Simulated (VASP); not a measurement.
CuO:

```
CELL_PARAMETERS angstrom
2.34465 -1.71340 0.00000
2.34465 1.71340 0.00000
-0.86055 0.00000 5.05944
ATOMIC_POSITIONS crystal
Cu 0.00320 0.49680 0.00000
Cu 0.49680 0.00320 0.50000
O 0.57140 0.40560 0.25370
O 0.40560 0.57140 0.75370
```

Program: VASP 6.6.1. Alike in all runs: task single point; no spin polarisation; cell as given; k mesh 6 × 6 × 3; cutoff (eV) 520; smearing fermi-dirac 0.05 eV.

**Question.** Order these runs on this cell by their pressure, lowest first.
A. level BLYP; potentials or basis VASP PAW PBE potentials, release 64 (Cu, O)
B. level PBEsol; potentials or basis VASP PAW PBE potentials, release 64 (Cu, O)
C. level LDA; potentials or basis VASP PAW LDA potentials, release 64 (Cu, O)
D. level PBE; potentials or basis VASP PAW PBE potentials, release 64 (Cu, O)

**Answer.** C (-8.7 GPa), B (-2.0 GPa), D (6.5 GPa), A (13.3 GPa).

Caveats: all runs use coarse meshes; the PAW data sets were made with another functional, which shifts forces and pressure a little (some runs).
